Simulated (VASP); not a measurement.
Input of a VASP 6.6.1 run:

File INCAR:

```
SYSTEM = InSe
PREC = Accurate ; ENCUT = 520
EDIFF = 1E-6 ; ISMEAR = 0
SIGMA = 0.02 ; LREAL = .False.
LASPH = .True. ; NELM = 60
ALGO = Normal ; ISIF = 2
LWAVE = .False. ; LCHARG = .True.
LDIPOL = .True. ; IDIPOL = 3
DIPOL = 0.5 0.5 0.500 ; GGA = PE
IVDW = 12 ; LELF = .True.
LVHAR = .True. ; LVACPOTAV = .True.
NBANDS = 27
```

Contents of KPOINTS:

```
regular mesh
0
Gamma
  9 9 1
  0 0 0
```

File POSCAR:

```
InSe
1.0
    3.9600000000      0.0000000000      0.0000000000
   -1.9800000000      3.4294605990      0.0000000000
    0.0000000000      0.0000000000     36.7199571806
Se In
2 2
Direct
    0.0000000000      0.0000000000      0.4282403929
    0.0000000000      0.0000000000      0.5717318456
    0.6666666667      0.3333333333      0.4627570385
    0.6666666667      0.3333333333      0.5372152569
```

Potentials or basis: VASP PAW PBE potentials, release 64 (Se, In_d).

The run is started by

```bash
$ cat potpaw_PBE.64/Se/POTCAR potpaw_PBE.64/In_d/POTCAR > POTCAR
$ mpirun -np 1 vasp_std > vasp.out
```

Task: What does it give for the band gap on the k mesh?

Result: 1.79 eV, indirect (least direct gap 1.88 eV).

Task: Estimate the dispersion energy per atom.

Result: -0.233 eV.

Task: Estimate the largest force.

Result: 0.487 eV/Å.

Forces on the atoms (eV/Å):
```
Se   0.000  0.000 -0.487
Se   0.000  0.000  0.487
In   0.000  0.000  0.144
In   0.000  0.000 -0.144
```

Caveat: spin-orbit coupling is left out, which moves the levels of the heavy elements.
